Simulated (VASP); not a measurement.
# NaF (I4/mmm) in VASP: further runs

NaF is run at these levels: HSE06; tasks: single point.

Everything below comes from runs of VASP 6.6.1. Logs are shortened: lines on timing, memory, paths and dates and some standing lists are left out, and cuts for length are marked.

### 1 The cell of the first run

The structure is tetragonal, space group I4/mmm (No. 139). Conventional cell: a = 3.249 Å, b = 3.249 Å, c = 4.490 Å, α = 90.00°, β = 90.00°, γ = 90.00°. Na (site symmetry 4/mmm) has 6 F at 2.24 to 2.30 Å within 3.0 Å. Within 3.0 Å of F (site symmetry 4/mmm) lie 6 Na at 2.24 to 2.30 Å.

### 2 Single point, HSE06 (uniaxial z strain -2.3%)

POSCAR

```
NaF
1.0
    0.0000000000      2.2972497830      2.2448724880
    2.2972497830      0.0000000000      2.2448724880
    2.2972497830      2.2972497830      0.0000000000
Na F
1 1
Direct
    0.0000000000      0.0000000000      0.0000000000
    0.5000000000      0.5000000000      0.5000000000
```

INCAR.step1

```
SYSTEM = NaF
ALGO = Normal
EDIFF = 1E-5
ENCUT = 520
GGA = PE
ISIF = 2
ISMEAR = 0
LASPH = .TRUE.
LREAL = .FALSE.
LWAVE = .TRUE.
NBANDS = 14
NELM = 80
PREC = Accurate
SIGMA = 0.01
```

INCAR.step2

```
SYSTEM = NaF
ALGO = Normal
EDIFF = 1E-6
ENCUT = 520
GGA = PE
HFSCREEN = 0.2079
ISIF = 2
ISMEAR = 0
ISTART = 1
LASPH = .TRUE.
LCHARG = .TRUE.
LELF = .TRUE.
LHFCALC = .TRUE.
LREAL = .FALSE.
LVHAR = .TRUE.
LWAVE = .FALSE.
NBANDS = 14
NELM = 80
PREC = Accurate
PRECFOCK = Normal
SIGMA = 0.01
```

KPOINTS

```
k-points
0
G
  6 6 6
  0 0 0
```

Potentials or basis: VASP PAW PBE potentials, release 64 (Na_pv, F).

Command:

```console
$ cat potpaw_PBE.64/Na_pv/POTCAR potpaw_PBE.64/F/POTCAR > POTCAR
$ cp INCAR.step1 INCAR
$ mpirun -np 1 vasp_std > vasp.out
$ cp INCAR.step2 INCAR
$ mpirun -np 1 vasp_std > vasp.out
```

OUTCAR:

```text
SYSTEM = NaF
   EDIFF = 1E-6
   ENCUT = 520
   GGA = PE
   HFSCREEN = 0.2079
   ISIF = 2
   ISMEAR = 0
   ISTART = 1
   LASPH = .TRUE.
   LHFCALC = .TRUE.
   LREAL = .FALSE.
   NELM = 80
   PREC = Accurate
   PRECFOCK = Normal

 ion  position               nearest neighbor table
   1  0.000  0.000  0.000-   2 2.24   2 2.24   2 2.30   2 2.30   2 2.30   2 2.30
   2  0.500  0.500  0.500-   1 2.24   1 2.24   1 2.30   1 2.30   1 2.30   1 2.30

  LATTYP: Found a body centered tetragonal cell.
 ALAT       =     3.2488017993
 C/A-ratio  =     1.3819694932

  Lattice vectors:

 A1 = (   0.0000000000,  -2.2972497830,  -2.2448724880)
 A2 = (   0.0000000000,   2.2972497830,  -2.2448724880)
 A3 = (   2.2972497830,   0.0000000000,   2.2448724880)

Analysis of symmetry for initial positions (statically):
=====================================================================
 Subroutine PRICEL returns:
 Original cell was already a primitive cell.

 Routine SETGRP: Setting up the symmetry group for a
 body centered tetragonal supercell.

 Subroutine GETGRP returns: Found 16 space group operations
 (whereof 16 operations were pure point group operations)
 out of a pool of 16 trial point group operations.

The static configuration has the point symmetry D_4h.

Analysis of symmetry for dynamics (positions and initial velocities):
=====================================================================
 Subroutine PRICEL returns:
 Original cell was already a primitive cell.

 Routine SETGRP: Setting up the symmetry group for a
 body centered tetragonal supercell.

 Subroutine GETGRP returns: Found 16 space group operations
 (whereof 16 operations were pure point group operations)
 out of a pool of 16 trial point group operations.

The dynamic configuration has the point symmetry D_4h.

 Subroutine INISYM returns: Found 16 space group operations
 (whereof 16 operations are pure point group operations),
 and found     1 'primitive' translations

----------------------------------------------------------------------------------------

                                     Primitive cell

  volume of cell :      23.6940

  direct lattice vectors                    reciprocal lattice vectors
     0.000000000  2.297249783  2.244872488    -0.217651560  0.217651560  0.222729800
     2.297249783  0.000000000  2.244872488     0.217651560 -0.217651560  0.222729800
[... 102 lines left out ...]
   IALGO  =     38    algorithm
   IMIX   =      1    mixing-type and parameters
     AMIX     =   0.40;   BMIX     =  1.00
     AMIX_MAG =   1.60;   BMIX_MAG =  1.00
  volume/ion in A,a.u.               =      11.85        79.95
  Fermi-wavevector in a.u.,A,eV,Ry     =   1.373741  2.595994 25.676423  1.887164
  Thomas-Fermi vector in A             =   2.499230
   LORBIT       =      0    0 simple, 1 ext, 2 COOP (PROOUT), +10 PAW based schemes
   GGA     = PE    functional components
   LHFCALC =     T    Hartree Fock is set to
   PRECFOCK=normal    Normal, Fast or Accurate (Low or Medium for compatibility)
   ENCUT4O =  -1.0   cutoff for four orbital integrals eV
   NKREDX  =     1    reduce k-point grid by
   NKREDY  =     1    reduce k-point grid by
   NKREDZ  =     1    reduce k-point grid by
   AEXX    =    0.2500 exact exchange contribution
   HFSCREEN=    0.2079 screening length (either q_TF or 0.3 A-1)
   HFSCREENC=   0.2079 screening length for correlation (either q_TF or 0.3 A-1)
   ENCUTFOCK=  -1.0 apply spherical cutoff to Coloumb kernel
   IVDW    =     0    specifies the selected vdW correction
   LEPSILON=     F    determine dielectric tensor
   LRPA    =     F    only Hartree local field effects (RPA)
 non-spin polarized calculation
 Gauss-broadening in eV      SIGMA  =   0.01
  energy-cutoff  :      520.00
  volume of cell :       23.69
 maximum number of plane-waves:       646
  NGX = 18; NGY = 18; NGZ = 20

 number of electron      14.0000000 magnetization

 Free energy of the ion-electron system (eV)
  ---------------------------------------------------
  ext. energy  EPLUGINS =         0.00000000
  ---------------------------------------------------
  free energy    TOTEN  =       -10.29670702 eV

  energy without entropy =      -10.29670702  energy(sigma->0) =      -10.29670702

 E-fermi :  -3.3777     XC(G=0):  -7.6917

 val. band max:       -3.5575970927   @ k =   0.0000   0.0000   0.0000
 cond. band min:       5.1856901717   @ k =   0.0000   0.0000   0.0000
 fundamental gap:      8.7432872644
 Fermi energy:        -3.3776687603

 k-point     1 :       0.0000    0.0000    0.0000
  band No.  band energies     occupation
      1     -24.3768      2.00000
      2     -23.7745      2.00000
      3     -23.7745      2.00000
      4     -23.7703      2.00000
      5      -3.5623      2.00000
      6      -3.5576      2.00000
      7      -3.5576      2.00000
      8       5.1857      0.00000
      9      18.1326      0.00000
     10      18.1326      0.00000
     11      18.2911      0.00000
     12      20.9008      0.00000
     13      23.2418      0.00000
     14      23.9595      0.00000
[... 377 lines left out ...]
      1     -24.4610      2.00000
      2     -23.8728      2.00000
      3     -23.8181      2.00000
      4     -23.4942      2.00000
      5      -4.8766      2.00000
      6      -4.1801      2.00000
      7      -3.9632      2.00000
      8      11.0817      0.00000
      9      12.3541      0.00000
     10      14.7490      0.00000
     11      19.0922      0.00000
     12      19.5545      0.00000
     13      25.6041      0.00000
     14      27.0031      0.00000

 [... further k-points ...]

------------------------ aborting loop because EDIFF is reached ----------------------------------------

  FORCE on cell =-STRESS in cart. coord.  units (eV):
  Direction    XX          YY          ZZ          XY          YZ          ZX
  --------------------------------------------------------------------------------------
  -------------------------------------------------------------------------------------
  Total        0.3323214      0.3323214      0.7163655      0.0000000      0.0000000      0.0000000
  in kB       22.4714304     22.4714304     48.4403347      0.0000000      0.0000000      0.0000000
  external PRESSURE =      31.1277318 kB  Pullay stress =       0.0000000 kB

 VOLUME and BASIS-vectors are now :
 -----------------------------------------------------------------------------
  energy-cutoff  :      520.00
  volume of cell :       23.69
      direct lattice vectors                 reciprocal lattice vectors
     0.000000000  2.297249783  2.244872488    -0.217651560  0.217651560  0.222729800
     2.297249783  0.000000000  2.244872488     0.217651560 -0.217651560  0.222729800
     2.297249783  2.297249783  0.000000000     0.217651560  0.217651560 -0.222729800

 POSITION                                       TOTAL-FORCE (eV/Angst)
 -----------------------------------------------------------------------------------
      0.00000      0.00000      0.00000         0.000000      0.000000      0.000000
      2.29725      2.29725      2.24487         0.000000      0.000000     -0.000000
 -----------------------------------------------------------------------------------
    total drift:                               -0.000000     -0.000000      0.000000

  FREE ENERGIE OF THE ION-ELECTRON SYSTEM (eV)
  ---------------------------------------------------
  free  energy   TOTEN  =       -10.2967070180 eV

  energy  without entropy=      -10.2967070180  energy(sigma->0) =      -10.29670702
```

OSZICAR.step1:

```text
N       E                     dE             d eps       ncg     rms          rms(c)
DAV:   1     0.106245883536E+03    0.10625E+03   -0.78484E+03   872   0.123E+03
DAV:   2    -0.432206810459E+01   -0.11057E+03   -0.10355E+03   918   0.352E+02
DAV:   3    -0.938442013074E+01   -0.50624E+01   -0.50529E+01  1032   0.674E+01
DAV:   4    -0.942214054618E+01   -0.37720E-01   -0.37719E-01   942   0.611E+00
DAV:   5    -0.942253464790E+01   -0.39410E-03   -0.39410E-03  1062   0.629E-01    0.544E+00
DAV:   6    -0.853815652253E+01    0.88438E+00   -0.30051E+00  1050   0.152E+01    0.178E+00
DAV:   7    -0.852908642422E+01    0.90701E-02   -0.29478E-02   840   0.204E+00    0.105E+00
DAV:   8    -0.853049867172E+01   -0.14122E-02   -0.26942E-02   900   0.311E+00    0.146E-01
DAV:   9    -0.853105579255E+01   -0.55712E-03   -0.38849E-03  1092   0.599E-01    0.109E-01
DAV:  10    -0.853098943473E+01    0.66358E-04   -0.67830E-04   900   0.325E-01    0.168E-02
DAV:  11    -0.853098739740E+01    0.20373E-05   -0.22268E-05   942   0.544E-02
   1 F= -.85309874E+01 E0= -.85309874E+01  d E =-.286197E-59
```

Wall time 26 min (1 thread of Intel Xeon Platinum 8259CL at 2.50GHz (Skylake/Cascade Lake), shared host); peak memory 0.24 GiB.

Results:

```
Free energy            : -10.2967 eV
Pressure               : 3.1 GPa
Band gap on the k mesh : 8.74 eV
```

Stress tensor (GPa, compression positive):
```
2.25 0.00 0.00
0.00 2.25 0.00
0.00 0.00 4.84
```

Caveat: the cell differs from its parent crystal (uniaxial z strain -2.3%); the cell stands under pressure; the PAW data sets were made with another functional, which shifts forces and pressure a little.

### 3 Single point, HSE06 (biaxial xy strain +1.2%)

POSCAR

```
NaF
1.0
    0.0000000000      2.3252762304      2.2972497830
    2.3252762304      0.0000000000      2.2972497830
    2.3252762304      2.3252762304      0.0000000000
Na F
1 1
Direct
    0.0000000000      0.0000000000      0.0000000000
    0.5000000000      0.5000000000      0.5000000000
```

INCAR.step1

```
ALGO = Normal
EDIFF = 1E-5
ENCUT = 520
GGA = PE
ISIF = 2
ISMEAR = 0
LASPH = T
LCHARG = F
LREAL = F
LWAVE = T
NBANDS = 14
NELM = 100
PREC = Accurate
SIGMA = 0.01
```

INCAR.step2

```
ALGO = Normal
EDIFF = 1E-6
ENCUT = 520
GGA = PE
HFSCREEN = 0.2079
ISIF = 2
ISMEAR = 0
ISTART = 1
LASPH = T
LCHARG = F
LHFCALC = T
LREAL = F
LWAVE = F
NBANDS = 14
NELM = 100
PREC = Accurate
PRECFOCK = Normal
SIGMA = 0.01
```

KPOINTS

```
k-points
0
Gamma
  6 6 6
```

Potentials or basis: VASP PAW PBE potentials, release 64 (Na_pv, F).

Command:

```console
$ cat potpaw_PBE.64/Na_pv/POTCAR potpaw_PBE.64/F/POTCAR > POTCAR
$ cp INCAR.step1 INCAR
$ mpirun -np 1 vasp_std > vasp.out
$ cp INCAR.step2 INCAR
$ mpirun -np 1 vasp_std > vasp.out
```

OUTCAR:

```text
EDIFF = 1E-6
   ENCUT = 520
   GGA = PE
   HFSCREEN = 0.2079
   ISIF = 2
   ISMEAR = 0
   ISTART = 1
   LASPH = T
   LHFCALC = T
   LREAL = F
   NELM = 100
   PREC = Accurate
   PRECFOCK = Normal

 ion  position               nearest neighbor table
   1  0.000  0.000  0.000-   2 2.30   2 2.30   2 2.33   2 2.33   2 2.33   2 2.33
   2  0.500  0.500  0.500-   1 2.30   1 2.30   1 2.33   1 2.33   1 2.33   1 2.33

  LATTYP: Found a body centered tetragonal cell.
 ALAT       =     3.2884371813
 C/A-ratio  =     1.3971681114

  Lattice vectors:

 A1 = (   0.0000000000,  -2.3252762304,  -2.2972497830)
 A2 = (   0.0000000000,   2.3252762304,  -2.2972497830)
 A3 = (   2.3252762304,   0.0000000000,   2.2972497830)

Analysis of symmetry for initial positions (statically):
=====================================================================
 Subroutine PRICEL returns:
 Original cell was already a primitive cell.

 Routine SETGRP: Setting up the symmetry group for a
 body centered tetragonal supercell.

 Subroutine GETGRP returns: Found 16 space group operations
 (whereof 16 operations were pure point group operations)
 out of a pool of 16 trial point group operations.

The static configuration has the point symmetry D_4h.

Analysis of symmetry for dynamics (positions and initial velocities):
=====================================================================
 Subroutine PRICEL returns:
 Original cell was already a primitive cell.

 Routine SETGRP: Setting up the symmetry group for a
 body centered tetragonal supercell.

 Subroutine GETGRP returns: Found 16 space group operations
 (whereof 16 operations were pure point group operations)
 out of a pool of 16 trial point group operations.

The dynamic configuration has the point symmetry D_4h.

[... 131 lines left out ...]
   HFSCREEN=    0.2079 screening length (either q_TF or 0.3 A-1)
   HFSCREENC=   0.2079 screening length for correlation (either q_TF or 0.3 A-1)
   ENCUTFOCK=  -1.0 apply spherical cutoff to Coloumb kernel
   IVDW    =     0    specifies the selected vdW correction
   LEPSILON=     F    determine dielectric tensor
   LRPA    =     F    only Hartree local field effects (RPA)
 non-spin polarized calculation
 Gauss-broadening in eV      SIGMA  =   0.01
  energy-cutoff  :      520.00
  volume of cell :       24.84
 maximum number of plane-waves:       680
  NGX = 20; NGY = 20; NGZ = 20

 number of electron      13.9999983 magnetization

 Free energy of the ion-electron system (eV)
  ---------------------------------------------------
  ext. energy  EPLUGINS =         0.00000000
  ---------------------------------------------------
  free energy    TOTEN  =       -10.31214301 eV

  energy without entropy =      -10.31214301  energy(sigma->0) =      -10.31214301

 E-fermi :  -3.6350     XC(G=0):  -7.5128

 val. band max:       -3.7575058410   @ k =   0.0000   0.0000   0.0000
 cond. band min:       4.6986196562   @ k =   0.0000   0.0000   0.0000
 fundamental gap:      8.4561254972
 Fermi energy:        -3.6349941530

 k-point     1 :       0.0000    0.0000    0.0000
  band No.  band energies     occupation
      1     -24.4915      2.00000
      2     -24.1263      2.00000
      3     -24.1263      2.00000
      4     -24.1234      2.00000
      5      -3.7612      2.00000
      6      -3.7575      2.00000
      7      -3.7575      2.00000
      8       4.6986      0.00000
      9      17.5802      0.00000
     10      17.5802      0.00000
     11      17.6604      0.00000
     12      20.2239      0.00000
     13      22.6822      0.00000
     14      23.0468      0.00000
[... 377 lines left out ...]
      1     -24.6428      2.00000
      2     -24.2077      2.00000
      3     -24.1646      2.00000
      4     -23.8007      2.00000
      5      -4.9952      2.00000
      6      -4.3434      2.00000
      7      -4.1442      2.00000
      8      10.4859      0.00000
      9      11.8595      0.00000
     10      14.0618      0.00000
     11      18.2550      0.00000
     12      18.6554      0.00000
     13      24.5928      0.00000
     14      26.0968      0.00000

 [... further k-points ...]

------------------------ aborting loop because EDIFF is reached ----------------------------------------

  FORCE on cell =-STRESS in cart. coord.  units (eV):
  Direction    XX          YY          ZZ          XY          YZ          ZX
  --------------------------------------------------------------------------------------
  -------------------------------------------------------------------------------------
  Total       -0.0021407     -0.0021407      0.1584603      0.0000000     -0.0000000     -0.0000000
  in kB       -0.1380625     -0.1380625     10.2198346      0.0000000     -0.0000000     -0.0000000
  external PRESSURE =       3.3145699 kB  Pullay stress =       0.0000000 kB

 VOLUME and BASIS-vectors are now :
 -----------------------------------------------------------------------------
  energy-cutoff  :      520.00
  volume of cell :       24.84
      direct lattice vectors                 reciprocal lattice vectors
     0.000000000  2.325276230  2.297249783    -0.215028216  0.215028216  0.217651560
     2.325276230  0.000000000  2.297249783     0.215028216 -0.215028216  0.217651560
     2.325276230  2.325276230  0.000000000     0.215028216  0.215028216 -0.217651560

 POSITION                                       TOTAL-FORCE (eV/Angst)
 -----------------------------------------------------------------------------------
      0.00000      0.00000      0.00000         0.000000      0.000000      0.000000
      2.32528      2.32528      2.29725         0.000000      0.000000      0.000000
 -----------------------------------------------------------------------------------
    total drift:                                0.000000      0.000000     -0.000000

  FREE ENERGIE OF THE ION-ELECTRON SYSTEM (eV)
  ---------------------------------------------------
  free  energy   TOTEN  =       -10.3121430053 eV

  energy  without entropy=      -10.3121430053  energy(sigma->0) =      -10.31214301
```

OSZICAR.step1:

```text
N       E                     dE             d eps       ncg     rms          rms(c)
DAV:   1     0.110661946190E+03    0.11066E+03   -0.76406E+03   840   0.121E+03
DAV:   2    -0.379512861861E+01   -0.11446E+03   -0.10545E+03   894   0.345E+02
DAV:   3    -0.941020280215E+01   -0.56151E+01   -0.56047E+01  1050   0.708E+01
DAV:   4    -0.945553063826E+01   -0.45328E-01   -0.45325E-01   924   0.676E+00
DAV:   5    -0.945598709361E+01   -0.45646E-03   -0.45645E-03  1056   0.686E-01    0.542E+00
DAV:   6    -0.856804288509E+01    0.88794E+00   -0.30934E+00  1036   0.148E+01    0.181E+00
DAV:   7    -0.855828342874E+01    0.97595E-02   -0.30092E-02   852   0.203E+00    0.106E+00
DAV:   8    -0.855976188949E+01   -0.14785E-02   -0.28715E-02   900   0.332E+00    0.153E-01
DAV:   9    -0.856044757134E+01   -0.68568E-03   -0.45851E-03  1086   0.639E-01    0.131E-01
DAV:  10    -0.856030289998E+01    0.14467E-03   -0.90680E-04   900   0.359E-01    0.181E-02
DAV:  11    -0.856029936423E+01    0.35358E-05   -0.31650E-05   954   0.716E-02
   1 F= -.85602994E+01 E0= -.85602994E+01  d E =-.131591E-16
```

Wall time 43 min (1 thread of Intel Xeon 8259CL, shared host); peak memory 0.25 GiB.

Results:

| Quantity | Value |
| --- | --- |
| Free energy | -10.3121 eV |
| Pressure | 0.3 GPa |
| Band gap on the k mesh | 8.46 eV |

Stress tensor (GPa, compression positive):
```
-0.01  0.00  0.00
 0.00 -0.01  0.00
 0.00  0.00  1.02
```

Caveat: the cell differs from its parent crystal (biaxial xy strain +1.2%); the PAW data sets were made with another functional, which shifts forces and pressure a little.
